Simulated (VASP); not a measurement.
# Ba3AlP (Pm-3m) in VASP: a series of runs

Ba3AlP is run at these levels: PBE; tasks: single point, relaxation of cell and atoms.

Everything below comes from runs of VASP 6.6.1. Logs are shortened: lines on timing, memory, paths and dates and some standing lists are left out, and cuts for length are marked.

## 1. The cell of the first run

Symmetry: Pm-3m, No. 221, cubic system. Conventional cell: a = 6.171 Å, b = 6.171 Å, c = 6.171 Å, α = 90.00°, β = 90.00°, γ = 90.00°. Within 4.1 Å of Ba (site symmetry 4/mmm) lie 2 P at 3.09 Å. Within 5.7 Å of Al (site symmetry m-3m) lie 12 Ba at 4.36 Å and 8 P at 5.34 Å. P (site symmetry m-3m) has 6 Ba at 3.09 Å within 4.1 Å.

The cell was built from a structure type or drawn by symmetry, and may not be a known phase.

## 2. Single point, PBE

INCAR

```
PREC = Accurate
ENCUT = 520
EDIFF = 1E-6
ISMEAR = 0
SIGMA = 0.1
LREAL = F
LASPH = T
NELM = 60
ALGO = Normal
ISIF = 2
LWAVE = F
LCHARG = F
GGA = PE
NBANDS = 27
```

KPOINTS

```
Automatic mesh
0
Gamma
  6 6 6
```

POSCAR

```
Ba3AlP
1.0
    6.1712287464      0.0000000000      0.0000000000
    0.0000000000      6.1712287464      0.0000000000
    0.0000000000      0.0000000000      6.1712287464
Ba Al P
3 1 1
Direct
    0.5000000000      0.5000000000      0.0000000000
    0.5000000000      0.0000000000      0.5000000000
    0.0000000000      0.5000000000      0.5000000000
    0.0000000000      0.0000000000      0.0000000000
    0.5000000000      0.5000000000      0.5000000000
```

Potentials or basis: VASP PAW PBE potentials, release 64 (Ba_sv, Al, P).

On the command line:

```sh
> cat potpaw_PBE.64/Ba_sv/POTCAR potpaw_PBE.64/Al/POTCAR potpaw_PBE.64/P/POTCAR > POTCAR
> mpirun -np 1 vasp_std > vasp.out
```

OUTCAR:

```text
PREC = Accurate
   ENCUT = 520
   EDIFF = 1E-6
   ISMEAR = 0
   LREAL = F
   LASPH = T
   NELM = 60
   ISIF = 2
   GGA = PE

 ion  position               nearest neighbor table
   1  0.500  0.500  0.000-   5 3.09   5 3.09   2 4.36   2 4.36   3 4.36   3 4.36   2 4.36   2 4.36
                             3 4.36   3 4.36
   2  0.500  0.000  0.500-   5 3.09   5 3.09   1 4.36   1 4.36   1 4.36   3 4.36   3 4.36   1 4.36
                             3 4.36   3 4.36
   3  0.000  0.500  0.500-   5 3.09   5 3.09   1 4.36   1 4.36   2 4.36   1 4.36   2 4.36   2 4.36
                             1 4.36   2 4.36
   4  0.000  0.000  0.000-
   5  0.500  0.500  0.500-   1 3.09   2 3.09   3 3.09   1 3.09   2 3.09   3 3.09

  LATTYP: Found a simple cubic cell.
 ALAT       =     6.1712287464

  Lattice vectors:

 A1 = (   6.1712287464,   0.0000000000,   0.0000000000)
 A2 = (   0.0000000000,   6.1712287464,   0.0000000000)
 A3 = (   0.0000000000,   0.0000000000,   6.1712287464)

Analysis of symmetry for initial positions (statically):
=====================================================================
 Subroutine PRICEL returns:
 Original cell was already a primitive cell.

 Routine SETGRP: Setting up the symmetry group for a
 simple cubic supercell.

 Subroutine GETGRP returns: Found 48 space group operations
 (whereof 48 operations were pure point group operations)
 out of a pool of 48 trial point group operations.

The static configuration has the point symmetry O_h .

Analysis of symmetry for dynamics (positions and initial velocities):
=====================================================================
 Subroutine PRICEL returns:
 Original cell was already a primitive cell.

 Routine SETGRP: Setting up the symmetry group for a
 simple cubic supercell.

 Subroutine GETGRP returns: Found 48 space group operations
 (whereof 48 operations were pure point group operations)
 out of a pool of 48 trial point group operations.

The dynamic configuration has the point symmetry O_h .

 Subroutine INISYM returns: Found 48 space group operations
 (whereof 48 operations are pure point group operations),
 and found     1 'primitive' translations

----------------------------------------------------------------------------------------

                                     Primitive cell

  volume of cell :     235.0255

  direct lattice vectors                    reciprocal lattice vectors
     6.171228746  0.000000000  0.000000000     0.162042284  0.000000000  0.000000000
     0.000000000  6.171228746  0.000000000     0.000000000  0.162042284  0.000000000
     0.000000000  0.000000000  6.171228746     0.000000000  0.000000000  0.162042284

  length of vectors
     6.171228746  6.171228746  6.171228746     0.162042284  0.162042284  0.162042284

  position of ions in fractional coordinates (direct lattice)
     0.500000000  0.500000000  0.000000000
     0.500000000  0.000000000  0.500000000
     0.000000000  0.500000000  0.500000000
     0.000000000  0.000000000  0.000000000
     0.500000000  0.500000000  0.500000000

  ion indices of the primitive-cell ions
   primitive index   ion index
                 1           1
                 2           2
                 3           3
                 4           4
                 5           5

----------------------------------------------------------------------------------------

 KPOINTS: Automatic mesh

Automatic generation of k-mesh.
 Grid dimensions read from file:
 generate k-points for:    6    6    6

 Generating k-lattice:

  Cartesian coordinates                     Fractional coordinates (reciprocal lattice)
     0.027007047  0.000000000  0.000000000     0.166666667  0.000000000  0.000000000
     0.000000000  0.027007047  0.000000000     0.000000000  0.166666667  0.000000000
     0.000000000  0.000000000  0.027007047     0.000000000  0.000000000  0.166666667

  Length of vectors
     0.027007047  0.027007047  0.027007047

  Shift w.r.t. Gamma in fractional coordinates (k-lattice)
     0.000000000  0.000000000  0.000000000

 Subroutine IBZKPT returns following result:
 ===========================================

 Found     20 irreducible k-points:

 Following reciprocal coordinates:
            Coordinates               Weight
  0.000000  0.000000  0.000000      1.000000
  0.166667  0.000000  0.000000      6.000000
  0.333333  0.000000  0.000000      6.000000
  0.500000  0.000000  0.000000      3.000000
  0.166667  0.166667  0.000000     12.000000
  0.333333  0.166667  0.000000     24.000000
[... 12 lines left out ...]
  0.500000  0.500000  0.333333      6.000000
  0.500000  0.500000  0.500000      1.000000
   k-points           NKPTS =     20   k-points in BZ     NKDIM =     20   number of bands    NBANDS=     27
   number of dos      NEDOS =    301   number of ions     NIONS =      5
   total plane-waves  NPLWV = 110592
   dimension x,y,z NGX =    48 NGY =   48 NGZ =   48
[... 39 lines left out ...]
   GGA     = PE    functional components
   LHFCALC =     F    Hartree Fock is set to
   AEXX    =    0.0000 exact exchange contribution
   IVDW    =     0    specifies the selected vdW correction
   LEPSILON=     F    determine dielectric tensor
   LRPA    =     F    only Hartree local field effects (RPA)
 non-spin polarized calculation
 Gauss-broadening in eV      SIGMA  =   0.10
  energy-cutoff  :      520.00
  volume of cell :      235.03
 maximum number of plane-waves:      6382
 NGX is ok and might be reduce to    48
   NGX = 23   NGY = 23   NGZ = 23

 number of electron      38.0000003 magnetization

 Free energy of the ion-electron system (eV)
  ---------------------------------------------------
  ext. energy  EPLUGINS =         0.00000000
  ---------------------------------------------------
  free energy    TOTEN  =       -16.34234117 eV

  energy without entropy =      -16.29266065  energy(sigma->0) =      -16.31750091

 E-fermi :   1.7487     XC(G=0):  -7.6091

 val. band max:        1.7311231001   @ k =   0.5000   0.3333   0.0000
 cond. band min:       1.7772208570   @ k =   0.3333   0.3333   0.0000
 fundamental gap:      0.0460977569
 Fermi energy:         1.7487101383

 k-point     1 :       0.0000    0.0000    0.0000
  band No.  band energies     occupation
      1     -26.5004      2.00000
      2     -26.4411      2.00000
      3     -26.4411      2.00000
      4     -11.9254      2.00000
      5     -11.9254      2.00000
      6     -11.9254      2.00000
[... 19 lines left out ...]
     26       2.9054      0.00000
     27       4.8433      0.00000

 k-point     2 :       0.1667    0.0000    0.0000
  band No.  band energies     occupation
      1     -26.4968      2.00000
      2     -26.4446      2.00000
      3     -26.4411      2.00000
      4     -11.9116      2.00000
      5     -11.9101      2.00000
      6     -11.9101      2.00000
[... 19 lines left out ...]
     26       3.7514      0.00000
     27       4.6457      0.00000

 k-point     3 :       0.3333    0.0000    0.0000
  band No.  band energies     occupation
      1     -26.4878      2.00000
      2     -26.4534      2.00000
      3     -26.4411      2.00000
      4     -11.8726      2.00000
      5     -11.8726      2.00000
      6     -11.8658      2.00000
[... 19 lines left out ...]
     26       4.2485      0.00000
     27       4.2671      0.00000

 k-point     4 :       0.5000    0.0000    0.0000
  band No.  band energies     occupation
      1     -26.4806      2.00000
      2     -26.4604      2.00000
      3     -26.4410      2.00000
      4     -11.8468      2.00000
      5     -11.8468      2.00000
      6     -11.7891      2.00000
[... 19 lines left out ...]
     26       4.3624      0.00000
     27       4.3624      0.00000
[... 396 lines left out ...]
      4     -12.2327      2.00000
      5     -11.8928      2.00000
      6     -11.8830      2.00000
[... 19 lines left out ...]
     26       4.2814      0.00000
     27       4.3499      0.00000

 k-point    19 :       0.5000    0.5000    0.3333
  band No.  band energies     occupation
      1     -26.4603      2.00000
      2     -26.4602      2.00000
      3     -26.4602      2.00000
      4     -12.2805      2.00000
      5     -11.9098      2.00000
      6     -11.8873      2.00000
[... 19 lines left out ...]
     26       4.1573      0.00000
     27       4.2405      0.00000

 k-point    20 :       0.5000    0.5000    0.5000
  band No.  band energies     occupation
      1     -26.4602      2.00000
      2     -26.4602      2.00000
      3     -26.4602      2.00000
      4     -12.3307      2.00000
      5     -11.9092      2.00000
      6     -11.9092      2.00000
[... 19 lines left out ...]
     26       4.0402      0.00000
     27       4.1128      0.00000

------------------------ aborting loop because EDIFF is reached ----------------------------------------

  FORCE on cell =-STRESS in cart. coord.  units (eV):
  Direction    XX          YY          ZZ          XY          YZ          ZX
  --------------------------------------------------------------------------------------
  -------------------------------------------------------------------------------------
  Total        0.4990534      0.4990534      0.4990534     -0.0000000      0.0000000     -0.0000000
  in kB        3.4020656      3.4020656      3.4020656     -0.0000000      0.0000000     -0.0000000
  external PRESSURE =       3.4020656 kB  Pullay stress =       0.0000000 kB

 VOLUME and BASIS-vectors are now :
 -----------------------------------------------------------------------------
  energy-cutoff  :      520.00
  volume of cell :      235.03
      direct lattice vectors                 reciprocal lattice vectors
     6.171228746  0.000000000  0.000000000     0.162042284  0.000000000  0.000000000
     0.000000000  6.171228746  0.000000000     0.000000000  0.162042284  0.000000000
     0.000000000  0.000000000  6.171228746     0.000000000  0.000000000  0.162042284

 POSITION                                       TOTAL-FORCE (eV/Angst)
 -----------------------------------------------------------------------------------
      3.08561      3.08561      0.00000         0.000000      0.000000      0.000000
      3.08561      0.00000      3.08561         0.000000      0.000000      0.000000
      0.00000      3.08561      3.08561         0.000000      0.000000      0.000000
      0.00000      0.00000      0.00000         0.000000      0.000000      0.000000
      3.08561      3.08561      3.08561         0.000000      0.000000      0.000000
 -----------------------------------------------------------------------------------
    total drift:                                0.000000     -0.000000     -0.000000

  FREE ENERGIE OF THE ION-ELECTRON SYSTEM (eV)
  ---------------------------------------------------
  free  energy   TOTEN  =       -16.3423411739 eV

  energy  without entropy=      -16.2926606513  energy(sigma->0) =      -16.31750091
```

It took 61 s on 1 thread of Intel Xeon 6975P-C (Granite Rapids), shared host; peak memory 0.39 GiB.

Results:

```
Free energy            : -16.3423 eV
Pressure               : 0.3 GPa
Band gap on the k mesh : zero (bands 19 and 20 overlap by 0.45 eV)
```

Caveat: spin-orbit coupling is left out, which moves the levels of the heavy elements.

## 3. Single point, PBE

INCAR

```
SYSTEM = Ba3AlP
PREC = Accurate ; ENCUT = 520
EDIFF = 1E-6 ; ISMEAR = 0
SIGMA = 0.1 ; LREAL = .False.
LASPH = .True. ; NELM = 80
ALGO = Normal ; ISIF = 2
LWAVE = .False. ; LCHARG = .False.
GGA = PE ; NBANDS = 27
```

KPOINTS

```
Automatic mesh
0
Gamma
  6 6 6
  0 0 0
```

POSCAR is that of step 2.

Potentials or basis: VASP PAW PBE potentials, release 64 (Ba_sv, Al, P).

On the command line:

```sh
> cat potpaw_PBE.64/Ba_sv/POTCAR potpaw_PBE.64/Al/POTCAR potpaw_PBE.64/P/POTCAR > POTCAR
> mpirun -np 1 vasp_std > vasp.out
```

Wall time 58 s (1 thread of Intel Xeon 6975P-C (Granite Rapids), shared host); peak memory 0.39 GiB.

Results (log left out):

- Free energy: -16.3423 eV
- Pressure: 0.3 GPa
- Band gap on the k mesh: zero (bands 19 and 20 overlap by 0.45 eV)

Levels at points of the mesh, in eV from the Fermi level:
```tsv
k point	band 16	band 17	band 18	band 19	band 20	band 21	band 22	band 23
(0.00, 0.00, 0.00)	-0.37	-0.37	0.37	0.37	0.59	0.59	0.59	0.96
(0.50, 0.00, 0.00)	-1.18	-0.66	-0.66	0.12	0.12	0.89	1.31	1.78
(0.50, 0.50, 0.00)	-2.26	-0.95	-0.45	-0.45	-0.06	1.82	1.82	1.83
(0.50, 0.50, 0.50)	-2.44	-2.44	0.11	0.11	0.11	1.51	1.51	1.51
```

Caveat: spin-orbit coupling is left out, which moves the levels of the heavy elements.

## 4. Relaxation of cell and atoms, PBE

This run uses another cell than the first one, of 34.11 Å³/atom.

INCAR

```
SYSTEM = Ba3AlP
PREC = Accurate
ENCUT = 600
EDIFF = 1E-6
ISMEAR = 0
SIGMA = 0.1
LREAL = .False.
LASPH = .True.
NELM = 60
ALGO = Normal
ISIF = 3
LWAVE = .False.
LCHARG = .False.
GGA = PE
IBRION = 2
NSW = 90
EDIFFG = -0.04
```

KPOINTS

```
regular mesh
0
Gamma
  4 4 4
  0 0 0
```

POSCAR, as its differences from that of step 3:

```diff
@@ -2,5 +2,5 @@
 1.0
-    6.1712287464      0.0000000000      0.0000000000
-    0.0000000000      6.1712287464      0.0000000000
-    0.0000000000      0.0000000000      6.1712287464
+    5.5454416200      0.0000000000      0.0000000000
+    0.0000000000      5.5454416200      0.0000000000
+    0.0000000000      0.0000000000      5.5454416200
 Ba Al P
```

On the command line:

```sh
> cat potpaw_PBE.64/Ba_sv/POTCAR potpaw_PBE.64/Al/POTCAR potpaw_PBE.64/P/POTCAR > POTCAR
> mpirun -np 1 vasp_std > vasp.out
```

Run time: 81 s. Hardware: 1 thread of Intel Xeon 6975P-C (Granite Rapids), shared host; peak memory 0.36 GiB.

Results (log left out):

| Property | Result |
| --- | --- |
| Free energy | -16.3704 eV |
| Relaxed volume | 47.59 Å³/atom |
| Relaxed cell | a = 6.197 Å, b = 6.197 Å, c = 6.197 Å, α = 90.00°, β = 90.00°, γ = 90.00° |
| Space group after relaxing (to 0.1 Å) | Pm-3m (No. 221) |
| Energy gained by relaxing | 424.5 meV/atom |
| Ionic steps | 3 |
| Pressure after relaxing | 0.1 GPa |
| Band gap on the k mesh | zero (bands 19 and 20 overlap by 0.42 eV) |

Step by step:
```tsv
step	energy change (eV)	largest force (eV/Å)	pressure (GPa)	volume (Å³)
1	0.0000	0.0000	12.60	170.53
2	-2.1090	0.0000	-0.60	245.70
3	-2.1224	0.0000	0.06	237.96
```

Final structure:
```xyz
5
Lattice="6.1968 0.0000 0.0000 0.0000 6.1968 0.0000 0.0000 0.0000 6.1968" Properties=species:S:1:pos:R:3 pbc="T T T"
Ba    3.0984    3.0984    0.0000
Ba    3.0984    0.0000    3.0984
Ba    0.0000    3.0984    3.0984
Al    0.0000    0.0000    0.0000
P     3.0984    3.0984    3.0984
```

Levels at points of the mesh, in eV from the Fermi level:
```tsv
k point	band 15	band 16	band 17	band 18	band 19	band 20	band 21	band 22	band 23
(0.00, 0.00, 0.00)	-0.37	-0.37	-0.37	0.38	0.38	0.62	0.62	0.62	0.95
(0.50, 0.00, 0.00)	-1.89	-1.16	-0.65	-0.65	0.13	0.13	0.91	1.31	1.75
(0.50, 0.50, 0.00)	-2.23	-2.23	-0.94	-0.44	-0.44	-0.05	1.81	1.82	1.82
(0.50, 0.50, 0.50)	-2.40	-2.40	-2.40	0.11	0.11	0.11	1.51	1.51	1.51
```

Caveat: the volume moved by over 15 % at a fixed basis, so the end points are rough; spin-orbit coupling is left out, which moves the levels of the heavy elements.

## 5. Relaxation of cell and atoms, PBE

This run uses another cell than the first one, of 46.43 Å³/atom.

INCAR

```
SYSTEM = Ba3AlP
PREC = Accurate ; ENCUT = 600
EDIFF = 1E-7 ; ISMEAR = 0
SIGMA = 0.1 ; LREAL = .False.
LASPH = .True. ; NELM = 80
ALGO = Normal ; ISIF = 3
LWAVE = .False. ; LCHARG = .False.
GGA = PE ; IBRION = 2
NSW = 100 ; EDIFFG = -0.01
```

KPOINTS

```
Automatic mesh
0
Gamma
  6 6 6
  0 0 0
```

POSCAR, as its differences from that of step 4:

```diff
@@ -2,5 +2,5 @@
 1.0
-    5.5454416200      0.0000000000      0.0000000000
-    0.0000000000      5.5454416200      0.0000000000
-    0.0000000000      0.0000000000      5.5454416200
+    6.1460143426      0.0000000000      0.0000000000
+    0.0000000000      6.1460143426      0.0000000000
+    0.0000000000      0.0000000000      6.1460143426
 Ba Al P
```

On the command line:

```sh
> cat potpaw_PBE.64/Ba_sv/POTCAR potpaw_PBE.64/Al/POTCAR potpaw_PBE.64/P/POTCAR > POTCAR
> mpirun -np 1 vasp_std > vasp.out
```

It took 2.1 min on 1 thread of Intel Xeon 6975P-C (Granite Rapids), shared host; peak memory 0.45 GiB.

Results (log left out):

```
Free energy                           : -16.3470 eV
Relaxed volume                        : 47.67 Å³/atom
Relaxed cell                          : a = 6.200 Å, b = 6.200 Å, c = 6.200 Å, α = 90.00°, β = 90.00°, γ = 90.00°
Space group after relaxing (to 0.1 Å) : Pm-3m (No. 221)
Energy gained by relaxing             : 2.5 meV/atom
Ionic steps                           : 2
Pressure after relaxing               : 0.0 GPa
Band gap on the k mesh                : zero (bands 19 and 20 overlap by 0.44 eV)
```

The path:
| step | energy change (eV) | largest force (eV/Å) | pressure (GPa) | volume (Å³) |
| --- | --- | --- | --- | --- |
| 1 | 0.0000 | 0.0000 | 0.63 | 232.16 |
| 2 | -0.0125 | 0.0000 | 0.03 | 238.33 |

Final structure:
```cif
data_structure
_symmetry_space_group_name_H-M 'P 1'
_symmetry_Int_Tables_number 1
_cell_length_a 6.2000
_cell_length_b 6.2000
_cell_length_c 6.2000
_cell_angle_alpha 90.000
_cell_angle_beta 90.000
_cell_angle_gamma 90.000
_cell_volume 238.33
loop_
_atom_site_label
_atom_site_type_symbol
_atom_site_fract_x
_atom_site_fract_y
_atom_site_fract_z
_atom_site_occupancy
Ba1 Ba 0.50000 0.50000 0.00000 1
Ba2 Ba 0.50000 0.00000 0.50000 1
Ba3 Ba 0.00000 0.50000 0.50000 1
Al1 Al 0.00000 0.00000 0.00000 1
P1 P 0.50000 0.50000 0.50000 1
```

Levels at points of the mesh, in eV from the Fermi level:
| k point | band 15 | band 16 | band 17 | band 18 | band 19 | band 20 | band 21 | band 22 | band 23 |
| --- | --- | --- | --- | --- | --- | --- | --- | --- | --- |
| (0.00, 0.00, 0.00) | -0.40 | -0.40 | -0.40 | 0.37 | 0.37 | 0.60 | 0.60 | 0.60 | 0.94 |
| (0.50, 0.00, 0.00) | -1.92 | -1.17 | -0.68 | -0.68 | 0.12 | 0.12 | 0.90 | 1.30 | 1.74 |
| (0.50, 0.50, 0.00) | -2.25 | -2.25 | -0.96 | -0.44 | -0.44 | -0.05 | 1.79 | 1.80 | 1.80 |
| (0.50, 0.50, 0.50) | -2.42 | -2.42 | -2.42 | 0.10 | 0.10 | 0.10 | 1.49 | 1.49 | 1.49 |

Caveat: spin-orbit coupling is left out, which moves the levels of the heavy elements.

## 6. Summary

| task | cell | k mesh | cutoff (eV) | gap on the mesh (eV) | pressure (GPa) | relaxed volume (Å³/atom) |
| --- | --- | --- | --- | --- | --- | --- |
| single point | a = 6.171 Å, 5 atoms | 6 × 6 × 6 | 520 | none | 0.3 | - |
| relaxation of cell and atoms | relaxed from a = 5.545 Å, 5 atoms | 4 × 4 × 4 | 600 | none | 0.1 | 47.59 |
| relaxation of cell and atoms | relaxed from a = 6.146 Å, 5 atoms | 6 × 6 × 6 | 600 | none | 0.0 | 47.67 |

Alike in all rows: level PBE; potentials or basis VASP PAW PBE potentials, release 64 (Ba_sv, Al, P); no spin polarisation; smearing gaussian 0.1 eV.

Caveats: spin-orbit coupling is left out, which moves the levels of the heavy elements; the volume moved by over 15 % at a fixed basis, so the end points are rough (at least some runs).

Absolute energies hang on the potentials; compare differences alone.
